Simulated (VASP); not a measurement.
# C in VASP: a series of runs

Runs on C. Level: PBE+D3(BJ). Tasks: single point.

Program: VASP 6.6.1. These are calculated values, not measurements. Logs are shortened: lines on timing, memory, paths and dates and some standing lists are left out, and cuts for length are marked.

## (1) The cell of the first run

The cell holds a slab with vacuum, 2 atoms: a = 2.466 Å, b = 2.466 Å, c = 26.000 Å, α = 90.00°, β = 90.00°, γ = 120.00°.

## (2) Single point, PBE+D3(BJ)

INCAR reads:

```
SYSTEM = C
PREC = Accurate
ENCUT = 520
EDIFF = 1E-6
ISMEAR = 0
SIGMA = 0.1
LREAL = .False.
LASPH = .True.
NELM = 60
ALGO = Normal
ISIF = 2
LWAVE = .False.
LCHARG = .True.
LDIPOL = .True.
IDIPOL = 3
DIPOL = 0.5 0.5 0.500
GGA = PE
IVDW = 12
LELF = .True.
LVHAR = .True.
LVACPOTAV = .True.
NBANDS = 11
```

KPOINTS reads:

```
regular mesh
0
Gamma
  18 18 1
  0 0 0
```

POSCAR reads:

```
C
1.0
    2.4657238889      0.0000000000      0.0000000000
   -1.2328619445      2.1353795265      0.0000000000
    0.0000000000      0.0000000000     26.0000004707
C
2
Direct
    0.0000000000      0.0000000000      0.5000000000
    0.6666666667      0.3333333333      0.5000000000
```

Potentials or basis: VASP PAW PBE potentials, release 64 (C).

Command:

```
> cat potpaw_PBE.64/C/POTCAR > POTCAR
> mpirun -np 1 vasp_std > vasp.out
```

OUTCAR:

```text
SYSTEM = C
   PREC = Accurate
   ENCUT = 520
   EDIFF = 1E-6
   ISMEAR = 0
   LREAL = .False.
   LASPH = .True.
   NELM = 60
   ISIF = 2
   GGA = PE
   IVDW = 12
 IVDW          = 12

 ion  position               nearest neighbor table
   1  0.000  0.000  0.500-   2 1.42   2 1.42   2 1.42
   2  0.667  0.333  0.500-   1 1.42   1 1.42   1 1.42

  LATTYP: Found a hexagonal cell.
 ALAT       =     2.4657238889
 C/A-ratio  =    10.5445709423

  Lattice vectors:

 A1 = (   2.4657238889,   0.0000000000,   0.0000000000)
 A2 = (  -1.2328619445,   2.1353795265,   0.0000000000)
 A3 = (   0.0000000000,   0.0000000000,  26.0000004707)

Analysis of symmetry for initial positions (statically):
=====================================================================
 Subroutine PRICEL returns:
 Original cell was already a primitive cell.

 Routine SETGRP: Setting up the symmetry group for a
 hexagonal supercell.

 Subroutine GETGRP returns: Found 24 space group operations
 (whereof 12 operations were pure point group operations)
 out of a pool of 24 trial point group operations.

The static configuration has the point symmetry D_3h.
 The point group associated with its full space group is D_6h.

Analysis of symmetry for dynamics (positions and initial velocities):
=====================================================================
 Subroutine PRICEL returns:
 Original cell was already a primitive cell.

 Routine SETGRP: Setting up the symmetry group for a
 hexagonal supercell.

 Subroutine GETGRP returns: Found 24 space group operations
 (whereof 12 operations were pure point group operations)
 out of a pool of 24 trial point group operations.

The dynamic configuration has the point symmetry D_3h.
 The point group associated with its full space group is D_6h.

 Subroutine INISYM returns: Found 24 space group operations
 (whereof 12 operations are pure point group operations),
 and found     1 'primitive' translations

----------------------------------------------------------------------------------------

                                     Primitive cell

  volume of cell :     136.8967

  direct lattice vectors                    reciprocal lattice vectors
     2.465723889  0.000000000  0.000000000     0.405560414  0.234150414  0.000000000
    -1.232861944  2.135379526  0.000000000     0.000000000  0.468300828  0.000000000
     0.000000000  0.000000000 26.000000471     0.000000000  0.000000000  0.038461538

  length of vectors
[... 92 lines left out ...]
   PSTRESS=    0.0 pullay stress
   NELECT =       8.0000    total number of electrons
   NUPDOWN=      -1.0000    fix difference up-down
   EMIN   =  10.00;   EMAX   =-10.00  energy-range for DOS
   EFERMI =   0.00;   METHOD = LEGACY
   ISMEAR =     0;   SIGMA  =   0.10  broadening in eV -4-tet -1-fermi 0-gaus
   EFERMI_NEDOS =   21; number of points for ismear=-14 and -15
   IALGO  =     38    algorithm
   IMIX   =      4    mixing-type and parameters
     AMIX     =   0.40;   BMIX     =  1.00
     AMIX_MAG =   1.60;   BMIX_MAG =  1.00
  volume/ion in A,a.u.               =      68.45       461.91
  Fermi-wavevector in a.u.,A,eV,Ry     =   0.635293  1.200529  5.491268  0.403597
  Thomas-Fermi vector in A             =   1.699577
   LORBIT       =      0    0 simple, 1 ext, 2 COOP (PROOUT), +10 PAW based schemes
   GGA     = PE    functional components
   LHFCALC =     F    Hartree Fock is set to
   AEXX    =    0.0000 exact exchange contribution
   IVDW    =    12    specifies the selected vdW correction
   LEPSILON=     F    determine dielectric tensor
   LRPA    =     F    only Hartree local field effects (RPA)
 non-spin polarized calculation
 Gauss-broadening in eV      SIGMA  =   0.10
  energy-cutoff  :      520.00
  volume of cell :      136.90
 maximum number of plane-waves:      3744
   NGX =  9   NGY =  9   NGZ = 97

 number of electron       7.9999997 magnetization

 dipolmoment           0.000000      0.000000     -0.000000 electrons x Angstroem

 Free energy of the ion-electron system (eV)
  ---------------------------------------------------
  ext. energy  EPLUGINS =         0.00000000
  ---------------------------------------------------
  free energy    TOTEN  =       -18.45037505 eV

  energy without entropy =      -18.44967852  energy(sigma->0) =      -18.45002678

 E-fermi :  -3.0883     XC(G=0):  -1.6763

 val. band max:       -3.0883111375   @ k =   0.3333   0.3333   0.0000
 cond. band min:      -3.0883111356   @ k =   0.3333   0.3333   0.0000
 fundamental gap:      0.0000000019
 Fermi energy:        -3.0883111365

 k-point     1 :       0.0000    0.0000    0.0000
  band No.  band energies     occupation
      1     -22.6134      2.00000
      2     -10.7077      2.00000
      3      -6.1343      2.00000
      4      -6.1343      2.00000
      5       0.1733      0.00000
      6       0.9447      0.00000
      7       1.2099      0.00000
      8       1.6748      0.00000
      9       1.9648      0.00000
     10       2.8633      0.00000
     11       3.2642      0.00000
[... 309 lines left out ...]
 k-point    24 :       0.3889    0.1111    0.0000
  band No.  band energies     occupation
      1     -17.9290      2.00000
      2     -15.2999      2.00000
      3     -10.3338      2.00000
      4      -5.6200      2.00000
      5      -0.9533      0.00000
      6       5.5508      0.00000
      7       6.7589      0.00000
      8       7.5438      0.00000
      9       8.0230      0.00000
     10       8.4041      0.00000
     11       8.7344      0.00000

 [... further k-points ...]

------------------------ aborting loop because EDIFF is reached ----------------------------------------

 Edisp (eV)   -0.17716

 E8    (eV) :    -0.0555

  FORCE on cell =-STRESS in cart. coord.  units (eV):
  Direction    XX          YY          ZZ          XY          YZ          ZX
  --------------------------------------------------------------------------------------
  -------------------------------------------------------------------------------------
  Total       0.07775     0.07775    -0.01083    -0.00000     0.00000    -0.00000
  in kB       0.90996     0.90996    -0.12672    -0.00000     0.00000    -0.00000
  external pressure =        0.56 kB  Pullay stress =        0.00 kB

 VOLUME and BASIS-vectors are now :
 -----------------------------------------------------------------------------
  energy-cutoff  :      520.00
  volume of cell :      136.90
      direct lattice vectors                 reciprocal lattice vectors
     2.465723889  0.000000000  0.000000000     0.405560414  0.234150414  0.000000000
    -1.232861944  2.135379526  0.000000000     0.000000000  0.468300828  0.000000000
     0.000000000  0.000000000 26.000000471     0.000000000  0.000000000  0.038461538

 POSITION                                       TOTAL-FORCE (eV/Angst)
 -----------------------------------------------------------------------------------
      0.00000      0.00000     13.00000        -0.000000      0.000000      0.000000
      1.23286      0.71179     13.00000         0.000000      0.000000      0.000000
 -----------------------------------------------------------------------------------
    total drift:                               -0.000000      0.000000      0.000000

  FREE ENERGIE OF THE ION-ELECTRON SYSTEM (eV)
  ---------------------------------------------------
  free  energy   TOTEN  =       -18.6275344014 eV

  energy  without entropy=      -18.6268378710  energy(sigma->0) =      -18.62718614

 vacuum level on the upper side and lower side of the slab         1.155         1.155
```

stdout:

```text
POSCAR found type information on POSCAR C
 POSCAR found :  1 types and       2 ions
 scaLAPACK will be used
 LDA part: xc-table for (Slater+PW92), standard interpolation
 POSCAR, INCAR and KPOINTS ok, starting setup
 FFT: planning ... GRIDC
 FFT: planning ... GRID_SOFT
 FFT: planning ... GRID
 WAVECAR not read
 entering main loop
 -----------------------------------------------------------------------------
|                                                                             |
|           W    W    AA    RRRRR   N    N  II  N    N   GGGG   !!!           |
|           W    W   A  A   R    R  NN   N  II  NN   N  G    G  !!!           |
|           W    W  A    A  R    R  N N  N  II  N N  N  G       !!!           |
|           W WW W  AAAAAA  RRRRR   N  N N  II  N  N N  G  GGG   !            |
|           WW  WW  A    A  R   R   N   NN  II  N   NN  G    G                |
|           W    W  A    A  R    R  N    N  II  N    N   GGGG   !!!           |
|                                                                             |
|     Did not find any points to average over, which means that no vacuum     |
|     field-free region was found. Please increase the size of  your cell     |
|     in the dimension of the dipole correction to obtain accurate            |
|     workfunction values.                                                    |
|                                                                             |
 -----------------------------------------------------------------------------
```

It took 61 s on 1 thread of Intel Xeon Platinum 8259CL at 2.50GHz (Skylake/Cascade Lake), shared host; peak memory 0.25 GiB.

Results:

```yaml
Free_energy: -18.6275 eV
Band_gap_on_the_k_mesh: zero (filled and empty bands touch)
Dispersion_energy_per_atom: -0.089 eV
```

## (3) Single point, PBE+D3(BJ)

INCAR reads:

```
SYSTEM = C
PREC = Accurate
ENCUT = 520
EDIFF = 1E-6
ISMEAR = 0
SIGMA = 0.1
LREAL = .FALSE.
LASPH = .TRUE.
NELM = 80
ALGO = Normal
ISIF = 2
LWAVE = .FALSE.
LCHARG = .FALSE.
LDIPOL = .TRUE.
IDIPOL = 3
DIPOL = 0.5 0.5 0.500
GGA = PE
IVDW = 12
NBANDS = 11
```

KPOINTS reads:

```
Automatic mesh
0
G
  18 18 1
  0 0 0
```

POSCAR reads:

```
C
1.0
    2.4649796689      0.0000000000      0.0000000000
   -1.2324898345      2.1347350131      0.0000000000
    0.0000000000      0.0000000000     26.0000004707
C
2
Direct
    0.0000000000      0.0000000000      0.5000000045
    0.6666666667      0.3333333333      0.4999999955
```

Potentials or basis: VASP PAW PBE potentials, release 64 (C).

Command:

```
> cat potpaw_PBE.64/C/POTCAR > POTCAR
> mpirun -np 1 vasp_std > vasp.out
```

Run time: 57 s. Hardware: 1 thread of Intel Xeon Platinum 8259CL at 2.50GHz (Skylake/Cascade Lake), shared host; peak memory 0.25 GiB.

The run converged. Its results:

```
Free energy                : -18.6275 eV
Band gap on the k mesh     : zero (filled and empty bands touch)
Dispersion energy per atom : -0.089 eV
```

Levels at points of the mesh, in eV from the Fermi level:
| k point | band 1 | band 2 | band 3 | band 4 | band 5 | band 6 | band 7 | band 8 |
| --- | --- | --- | --- | --- | --- | --- | --- | --- |
| (0.00, 0.00, 0.00) | -19.53 | -7.63 | -3.05 | -3.05 | 3.26 | 4.03 | 4.30 | 4.76 |
| (0.50, 0.00, 0.00) | -14.29 | -13.25 | -6.43 | -2.36 | 1.68 | 7.38 | 11.12 | 11.27 |
